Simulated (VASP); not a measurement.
Wanted: the native input for a VASP 6.6.1 run.

```
Task                   : single point
Functional             : PBE
Potentials or basis    : VASP PAW PBE potentials, release 64 (Sr_sv, Ti_sv, O)
Cutoff                 : 520 eV
k mesh                 : 8 × 8 × 8
Occupations            : gaussian, width 0.05 eV
Spin                   : no spin polarisation
Dipole correction      : no
Further INCAR settings : ALGO = Normal; EDIFF = 1e-06; NBANDS = 28
```

The structure of SrTiO3 lies in POSCAR:

```
SrTiO3
1.0
    3.9364094381      0.0000000000      0.0000000000
    0.0000000000      3.9364094381      0.0000000000
    0.0000000000      0.0000000000      3.9364094381
Sr Ti O
1 1 3
Direct
   -0.0226140350      0.0000000000      0.0000000000
    0.5357190942      0.5000000000      0.5000000000
    0.0004091999      0.5000000000      0.5000000000
    0.5082858015      0.0000000000      0.5000000000
    0.5082858015      0.5000000000      0.0000000000
```

This cell differs from its parent crystal: atoms displaced along several vibrational modes.

These files were run (other wordings do the same):

INCAR

```
SYSTEM = SrTiO3
ALGO = Normal
EDIFF = 1E-6
ENCUT = 520
GGA = PE
ISIF = 2
ISMEAR = 0
LASPH = .TRUE.
LCHARG = .FALSE.
LREAL = .FALSE.
LWAVE = .FALSE.
NBANDS = 28
NELM = 100
PREC = Accurate
SIGMA = 0.05
```

KPOINTS

```
k-points
0
G
  8 8 8
  0 0 0
```

Potentials or basis: VASP PAW PBE potentials, release 64 (Sr_sv, Ti_sv, O).

Command:

```console
$ cat potpaw_PBE.64/Sr_sv/POTCAR potpaw_PBE.64/Ti_sv/POTCAR potpaw_PBE.64/O/POTCAR > POTCAR
$ mpirun -np 1 vasp_std > vasp.out
```

It gave:

- Pressure: 2.6 GPa
- Largest force: 0.876 eV/Å
- Band gap on the k mesh: 1.84 eV (least direct gap 2.35 eV)

Caveat: the cell differs from its parent crystal (atoms displaced along several vibrational modes).

Run time: 68 s on 1 thread of Intel(R) Xeon(R) 6975P-C (Granite Rapids) (shared host), peak memory 0.26 GiB.
